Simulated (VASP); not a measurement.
The system is TaN.

```
CELL_PARAMETERS angstrom
3.05000 0.00000 0.00000
-1.52500 2.64138 0.00000
0.00000 0.00000 4.94000
ATOMIC_POSITIONS crystal
Ta 0.33333 0.66667 0.00000
Ta 0.66667 0.33333 0.50000
N 0.33333 0.66667 0.38500
N 0.66667 0.33333 0.88500
```

* Program: VASP 6.6.1
* Task: relaxation of cell and atoms
* Functional: r2SCAN
* Potentials or basis: VASP PAW PBE potentials, release 64 (Ta_pv, N)
* Cutoff: 600 eV
* k mesh: 10 × 10 × 6
* Occupations: fermi-dirac, width 0.05 eV
* Spin: no spin polarisation

At the start: pressure 138.7 GPa; volume 9.95 Å³/atom.

Problem. Where does the relaxation end?

Solution. Over 21 steps the energy falls by 1396.8 meV/atom and the volume is 12.99 Å³/atom (+30.6 %); space group P6_3mc (No. 186, to 0.05 Å).

The path:
| step | energy change (eV) | largest force (eV/Å) | pressure (GPa) | volume (Å³) |
| --- | --- | --- | --- | --- |
| 1 | 0.0000 | 2.5122 | 138.65 | 39.80 |
| 2 | 9.2813 | 2.4329 | -42.74 | 112.73 |
| 3 | -4.4759 | 0.2025 | -18.76 | 58.46 |
| 4 | -4.7682 | 0.1935 | -6.81 | 55.04 |
| 5 | -4.8079 | 0.2090 | 1.19 | 53.25 |
| 6 | -4.8076 | 0.2048 | -0.24 | 53.55 |
| 7 | -5.0933 | 1.4450 | -6.97 | 54.52 |
| 8 | -5.1173 | 1.6810 | -8.62 | 54.81 |
| 9 | -5.2940 | 1.5577 | -5.82 | 53.86 |
| 10 | -5.4568 | 1.4252 | -1.05 | 52.27 |
| 11 | -5.4666 | 1.3225 | 1.01 | 51.63 |
| 12 | -5.5821 | 0.0133 | 1.71 | 51.53 |
| 13 | -5.5822 | 0.0344 | 1.77 | 51.53 |
| 14 | -5.5852 | 0.0225 | -0.13 | 51.90 |
| 15 | -5.5853 | 0.0202 | -0.49 | 51.97 |
| 16 | -5.5864 | 0.0664 | -0.28 | 51.98 |
| 17 | -5.5867 | 0.0989 | -0.14 | 51.99 |
| 18 | -5.5872 | 0.0285 | 0.06 | 51.95 |
| 19 | -5.5873 | 0.0024 | 0.14 | 51.94 |
| 20 | -5.5873 | 0.0044 | -0.05 | 51.98 |
| 21 | -5.5873 | 0.0021 | 0.01 | 51.97 |

Final structure:
```xyz
4
Lattice="3.1442 0.0000 0.0000 -1.5721 2.7230 0.0000 0.0000 0.0000 6.0698" Properties=species:S:1:pos:R:3 pbc="T T T"
Ta    0.0000    1.8153    0.1853
Ta    1.5721    0.9077    3.2202
N     0.0000    1.8153    2.1515
N     1.5721    0.9077    5.1864
```

Caveat: the volume moved by over 15 % at a fixed basis, so the end points are rough; the PAW data sets were made with another functional, which shifts forces and pressure a little; the volume moved by +31 % from the deposited cell, more than functionals usually miss.
